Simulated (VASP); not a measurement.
# Be4C (I422) in VASP: further runs, part 2 of 2

VASP 6.6.1. The steps go on from the part before.

**4. Single point, PBE**

Input file INCAR:

```
ALGO = Normal
EDIFF = 1E-6
ENCUT = 520
GGA = PE
ISIF = 2
ISMEAR = 0
LASPH = True
LCHARG = False
LREAL = False
LWAVE = False
NBANDS = 14
NELM = 100
PREC = Accurate
SIGMA = 0.1
```

Input file KPOINTS:

```
k-points
0
Gamma
  14 14 14
```

Input file POSCAR:

```
Be4C
1.0
   -2.2191566083      2.2191566083      1.8912302002
    2.2191566083     -2.2191566083      1.8912302002
    2.2191566083      2.2191566083     -1.8912302002
Be C
4 1
Direct
    0.5820794350      0.0820794350      0.1641588701
    0.9179205650      0.4179205650      0.8358411299
    0.0820794350      0.9179205650      0.5000000000
    0.4179205650      0.5820794350      0.5000000000
    0.0000000000      0.0000000000      0.0000000000
```

Potentials or basis: VASP PAW PBE potentials, release 64 (Be, C).

Run with:

```bash
> cat potpaw_PBE.64/Be/POTCAR potpaw_PBE.64/C/POTCAR > POTCAR
> mpirun -np 1 vasp_std > vasp.out
```

OUTCAR:

```text
EDIFF = 1E-6
   ENCUT = 520
   GGA = PE
   ISIF = 2
   ISMEAR = 0
   LASPH = True
   LREAL = False
   NELM = 100
   PREC = Accurate

 ion  position               nearest neighbor table
   1  0.582  0.082  0.164-   5 1.90   5 1.90   2 2.11   2 2.15   2 2.15   4 2.34   3 2.34   3 2.34
                             4 2.34
   2  0.918  0.418  0.836-   5 1.90   5 1.90   1 2.11   1 2.15   1 2.15   3 2.34   4 2.34   4 2.34
                             3 2.34
   3  0.082  0.918  0.500-   5 1.90   5 1.90   4 2.11   4 2.15   4 2.15   1 2.34   2 2.34   1 2.34
                             2 2.34
[... 616 lines left out ...]
  -------------------------------------------------------------------------------------
  Total        0.0593005      0.0593005      0.0409965      0.0000000     -0.0000000      0.0000000
  in kB        2.5502853      2.5502853      1.7631002      0.0000000     -0.0000000      0.0000000
  external PRESSURE =       2.2878903 kB  Pullay stress =       0.0000000 kB

 VOLUME and BASIS-vectors are now :
 -----------------------------------------------------------------------------
  energy-cutoff  :      520.00
  volume of cell :       37.25
      direct lattice vectors                 reciprocal lattice vectors
    -2.219156608  2.219156608  1.891230200     0.000000000  0.225310822  0.264378181
     2.219156608 -2.219156608  1.891230200     0.225310822  0.000000000  0.264378181
     2.219156608  2.219156608 -1.891230200     0.225310822  0.225310822  0.000000000

 POSITION                                       TOTAL-FORCE (eV/Angst)
 -----------------------------------------------------------------------------------
     -0.74528      1.47387      0.94562         0.002127      0.002127     -0.000000
      0.74528      2.96444      0.94562        -0.002127     -0.002127      0.000000
      2.96444     -0.74528      0.94562        -0.002127      0.002127      0.000000
      1.47387      0.74528      0.94562         0.002127     -0.002127      0.000000
      0.00000      0.00000      0.00000        -0.000000      0.000000      0.000000
 -----------------------------------------------------------------------------------
    total drift:                                0.000000     -0.000000     -0.000000

  FREE ENERGIE OF THE ION-ELECTRON SYSTEM (eV)
  ---------------------------------------------------
  free  energy   TOTEN  =       -22.5931566603 eV

  energy  without entropy=      -22.5892151915  energy(sigma->0) =      -22.59118593
```

OSZICAR:

```text
N       E                     dE             d eps       ncg     rms          rms(c)
DAV:   1     0.968584733208E+01    0.96858E+01   -0.52170E+03  6832   0.760E+02
DAV:   2    -0.216886726985E+02   -0.31375E+02   -0.29181E+02  8694   0.138E+02
DAV:   3    -0.233797285636E+02   -0.16911E+01   -0.16732E+01  9648   0.260E+01
DAV:   4    -0.234005996890E+02   -0.20871E-01   -0.20862E-01  8144   0.360E+00
DAV:   5    -0.234008727331E+02   -0.27304E-03   -0.27303E-03  9728   0.336E-01    0.438E+00
DAV:   6    -0.226479478555E+02    0.75292E+00   -0.28219E+00  8872   0.780E+00    0.171E+00
DAV:   7    -0.226121099882E+02    0.35838E-01   -0.16545E-01  8890   0.288E+00    0.114E+00
DAV:   8    -0.225936004510E+02    0.18510E-01   -0.25611E-02  9074   0.116E+00    0.139E-01
DAV:   9    -0.225931426312E+02    0.45782E-03   -0.34355E-03  9172   0.330E-01    0.640E-02
DAV:  10    -0.225931558486E+02   -0.13217E-04   -0.21874E-04  8770   0.117E-01    0.145E-02
DAV:  11    -0.225931561376E+02   -0.28904E-06   -0.20335E-05  8860   0.248E-02    0.931E-03
DAV:  12    -0.225931566603E+02   -0.52274E-06   -0.31938E-06  7750   0.106E-02
   1 F= -.22593157E+02 E0= -.22591186E+02  d E =-.394147E-02
```

It took 43 s on 1 thread of Intel Xeon 6975P-C (Granite Rapids), shared host; peak memory 0.23 GiB.

Results:

* Free energy: -22.5932 eV
* Pressure: 0.2 GPa
* Largest force: 0.003 eV/Å
* Band gap on the k mesh: zero (band 6 reaches 8.00 eV, above the bottom of band 7 at 6.12 eV)

Forces in eV/Å, atoms in the order of the input:
```
Be   0.002  0.002  0.000
Be  -0.002 -0.002  0.000
Be  -0.002  0.002  0.000
Be   0.002 -0.002  0.000
C    0.000  0.000  0.000
```

Levels at points of the mesh, in eV from the Fermi level:
| k point | band 3 | band 4 | band 5 | band 6 | band 7 | band 8 | band 9 | band 10 |
| --- | --- | --- | --- | --- | --- | --- | --- | --- |
| (0.00, 0.00, 0.00) | -4.87 | -3.33 | -3.01 | -0.44 | 1.15 | 1.15 | 2.66 | 4.35 |
| (0.50, 0.00, 0.00) | -5.91 | -4.98 | -3.46 | -1.76 | 2.05 | 4.18 | 4.82 | 8.89 |
| (0.50, 0.50, 0.00) | -5.08 | -3.85 | -2.11 | -0.50 | 0.56 | 2.99 | 4.65 | 4.87 |
| (0.50, 0.50, 0.50) | -6.98 | -6.09 | -4.33 | -4.12 | 5.19 | 5.19 | 6.22 | 6.51 |

**5. Relaxation of cell and atoms, PBE**

Input file INCAR:

```
SYSTEM = Be4C
PREC = Accurate ; ENCUT = 600
EDIFF = 1E-6 ; ISMEAR = 0
SIGMA = 0.1 ; LREAL = .FALSE.
LASPH = .TRUE. ; NELM = 100
ALGO = Normal ; ISIF = 3
LWAVE = .FALSE. ; LCHARG = .FALSE.
GGA = PE ; IBRION = 2
NSW = 100 ; EDIFFG = -0.01
```

Input file KPOINTS:

```
Automatic mesh
0
G
  14 14 14
  0 0 0
```

Input file POSCAR:

```
Be4C
1.0
   -2.2146073911      2.2146073911      1.9012244892
    2.2146073911     -2.2146073911      1.9012244892
    2.2146073911      2.2146073911     -1.9012244892
Be C
4 1
Direct
    0.5810879578      0.0810879578      0.1621759156
    0.9189120422      0.4189120422      0.8378240844
    0.0810879578      0.9189120422      0.5000000000
    0.4189120422      0.5810879578      0.5000000000
    0.0000000000      0.0000000000      0.0000000000
```

Potentials or basis: VASP PAW PBE potentials, release 64 (Be, C).

Run with:

```bash
> cat potpaw_PBE.64/Be/POTCAR potpaw_PBE.64/C/POTCAR > POTCAR
> mpirun -np 1 vasp_std > vasp.out
```

OUTCAR:

```text
SYSTEM = Be4C
   PREC = Accurate
   ENCUT = 600
   EDIFF = 1E-6
   ISMEAR = 0
   LREAL = .FALSE.
   LASPH = .TRUE.
   NELM = 100
   ISIF = 3
   GGA = PE
   IBRION = 2
   NSW = 100
   EDIFFG = -0.01

 ion  position               nearest neighbor table
   1  0.581  0.081  0.162-   5 1.90   5 1.90   2 2.12   2 2.16   2 2.16   4 2.33   4 2.33   3 2.33
                             3 2.33
   2  0.919  0.419  0.838-   5 1.90   5 1.90   1 2.12   1 2.16   1 2.16   4 2.33   3 2.33   3 2.33
                             4 2.33
   3  0.081  0.919  0.500-   5 1.90   5 1.90   4 2.12   4 2.16   4 2.16   1 2.33   2 2.33   1 2.33
                             2 2.33
   4  0.419  0.581  0.500-   5 1.90   5 1.90   3 2.12   3 2.16   3 2.16   1 2.33   2 2.33   1 2.33
                             2 2.33
   5  0.000  0.000  0.000-   1 1.90   4 1.90   1 1.90   2 1.90   3 1.90   3 1.90   2 1.90   4 1.90

  LATTYP: Found a body centered tetragonal cell.
 ALAT       =     4.4292147822
 C/A-ratio  =     0.8584927951

  Lattice vectors:

 A1 = (  -2.2146073911,   2.2146073911,   1.9012244892)
 A2 = (   2.2146073911,  -2.2146073911,   1.9012244892)
 A3 = (   2.2146073911,   2.2146073911,  -1.9012244892)

Analysis of symmetry for initial positions (statically):
=====================================================================
 Subroutine PRICEL returns:
 Original cell was already a primitive cell.

 Routine SETGRP: Setting up the symmetry group for a
 body centered tetragonal supercell.
[... 291 lines left out ...]

 number of electron      12.0000000 magnetization

 Free energy of the ion-electron system (eV)
  ---------------------------------------------------
  ext. energy  EPLUGINS =         0.00000000
  ---------------------------------------------------
  free energy    TOTEN  =       -22.59410647 eV

  energy without entropy =      -22.59016586  energy(sigma->0) =      -22.59213616

 E-fermi :   7.2221     XC(G=0): -11.0188

 val. band max:        7.2086303331   @ k =  -0.2857   0.1429   0.0714
 cond. band min:       7.2257897628   @ k =   0.5000   0.2143   0.1429
 fundamental gap:      0.0171594296
 Fermi energy:         7.2221384989

 k-point     1 :       0.0000    0.0000    0.0000
  band No.  band energies     occupation
      1      -6.9857      2.00000
      2       2.3620      2.00000
      3       2.3620      2.00000
      4       3.9034      2.00000
      5       4.2060      2.00000
      6       6.7815      2.00000
      7       8.3789      0.00000
      8       8.3789      0.00000
      9       9.8778      0.00000
     10      11.5671      0.00000
[... 287 lines left out ...]
 k-point    24 :       0.2857    0.1429    0.0000
  band No.  band energies     occupation
      1      -5.7459      2.00000
      2      -0.7570      2.00000
      3       0.9995      2.00000
      4       2.0556      2.00000
      5       4.6624      2.00000
      6       5.4329      2.00000
      7       8.4869      0.00000
      8      10.8021      0.00000
      9      13.0412      0.00000
     10      14.1277      0.00000

 [... further k-points ...]

------------------------ aborting loop because EDIFF is reached ----------------------------------------

  FORCE on cell =-STRESS in cart. coord.  units (eV):
  Direction    XX          YY          ZZ          XY          YZ          ZX
  --------------------------------------------------------------------------------------
  -------------------------------------------------------------------------------------
  Total        0.0001240      0.0001240      0.0055326      0.0000000      0.0000000      0.0000000
  in kB        0.0053285      0.0053285      0.2377056      0.0000000      0.0000000      0.0000000
  external PRESSURE =       0.0827875 kB  Pullay stress =       0.0000000 kB
[... 20 lines left out ...]
  FREE ENERGIE OF THE ION-ELECTRON SYSTEM (eV)
  ---------------------------------------------------
  free  energy   TOTEN  =       -22.5941064711 eV

  energy  without entropy=      -22.5901658555  energy(sigma->0) =      -22.59213616

 reached required accuracy - stopping structural energy minimisation
```

OSZICAR:

```text
N       E                     dE             d eps       ncg     rms          rms(c)
DAV:   1     0.187100584607E+02    0.18710E+02   -0.59196E+03  4880   0.120E+03
DAV:   2    -0.215115338263E+02   -0.40222E+02   -0.38474E+02  7400   0.183E+02
DAV:   3    -0.233875845925E+02   -0.18761E+01   -0.18543E+01  6276   0.352E+01
[... 23 lines left out ...]
DAV:   1    -0.225942605623E+02   -0.33158E-03   -0.74356E-03  5136   0.750E-01    0.658E-02
DAV:   2    -0.225941057837E+02    0.15478E-03   -0.67857E-04  6526   0.230E-01    0.215E-02
DAV:   3    -0.225941068488E+02   -0.10650E-05   -0.10045E-04  6402   0.755E-02    0.857E-03
DAV:   4    -0.225941068849E+02   -0.36161E-07   -0.24850E-05  6044   0.311E-02    0.639E-03
DAV:   5    -0.225941064711E+02    0.41384E-06   -0.50811E-06  4950   0.164E-02
   4 F= -.22594106E+02 E0= -.22592136E+02  d E =-.177807E-03
```

It took 91 s on 1 thread of Intel Xeon 6975P-C (Granite Rapids), shared host; peak memory 0.24 GiB.

What came out:

```yaml
Free_energy: -22.5941 eV
Relaxed_volume: 7.46 Å³/atom
Relaxed_cell: a = 3.665 Å, b = 3.665 Å, c = 3.665 Å, α = 105.44°, β = 105.44°, γ = 117.89°
Space_group_after_relaxing_to_0.05_Å: I422 (No. 97)
Energy_gained_by_relaxing: 0.2 meV/atom
Ionic_steps: 4
Pressure_after_relaxing: 0.0 GPa
Band_gap_on_the_k_mesh: zero (band 6 reaches 7.99 eV, above the bottom of band 7 at 6.11 eV)
```

Forces on the atoms (eV/Å):
```
Be  -0.002 -0.002  0.000
Be   0.002  0.002  0.000
Be   0.002 -0.002  0.000
Be  -0.002  0.002  0.000
C    0.000  0.000  0.000
```

The path:
| step | energy change (eV) | largest force (eV/Å) | pressure (GPa) | volume (Å³) |
| --- | --- | --- | --- | --- |
| 1 | 0.0000 | 0.0417 | 0.16 | 37.30 |
| 2 | -0.0006 | 0.0274 | -0.04 | 37.34 |
| 3 | -0.0010 | 0.0016 | -0.40 | 37.41 |
| 4 | -0.0011 | 0.0024 | 0.01 | 37.29 |

Final structure:
```
CELL_PARAMETERS angstrom
-2.22035 2.22035 1.89101
2.22035 -2.22035 1.89101
2.22035 2.22035 -1.89101
ATOMIC_POSITIONS crystal
Be 0.58218 0.08218 0.16436
Be 0.91782 0.41782 0.83564
Be 0.08218 0.91782 0.50000
Be 0.41782 0.58218 0.50000
C 0.00000 0.00000 0.00000
```

Levels at points of the mesh, in eV from the Fermi level:
```tsv
k point	band 2	band 3	band 4	band 5	band 6	band 7	band 8	band 9	band 10
(0.00, 0.00, 0.00)	-4.86	-4.86	-3.32	-3.02	-0.44	1.16	1.16	2.66	4.34
(0.50, 0.00, 0.00)	-8.71	-5.91	-4.97	-3.46	-1.76	2.04	4.17	4.82	8.88
(0.50, 0.50, 0.00)	-9.28	-5.07	-3.84	-2.10	-0.50	0.56	2.99	4.65	4.86
(0.50, 0.50, 0.50)	-6.98	-6.98	-6.08	-4.32	-4.11	5.19	5.19	6.21	6.51
```

**6. Overview**

| task | spin | cell | k mesh | cutoff (eV) | gap on the mesh (eV) | pressure (GPa) |
| --- | --- | --- | --- | --- | --- | --- |
| single point | off | a = 3.664 Å, angles 105.6, 105.6, 117.5°, 5 atoms | 6 × 6 × 6 | 520 | none | 0.2 |
| single point | collinear, ferromagnetic start | a = 3.664 Å, angles 105.6, 105.6, 117.5°, 5 atoms | 6 × 6 × 6 | 520 | none | 0.3 |
| single point | off | a = 3.664 Å, angles 105.5, 105.5, 117.9°, 5 atoms | 14 × 14 × 14 | 520 | none | 0.2 |
| relaxation of cell and atoms | off | relaxed from a = 3.664 Å, angles 105.6, 105.6, 117.5°, 5 atoms | 14 × 14 × 14 | 600 | none | 0.0 |

Alike in all rows: level PBE; potentials or basis VASP PAW PBE potentials, release 64 (Be, C); smearing gaussian 0.1 eV.

Caveats: some runs use coarse meshes.

Total energies depend on the potentials used, so only differences within one code and one set of settings carry meaning.
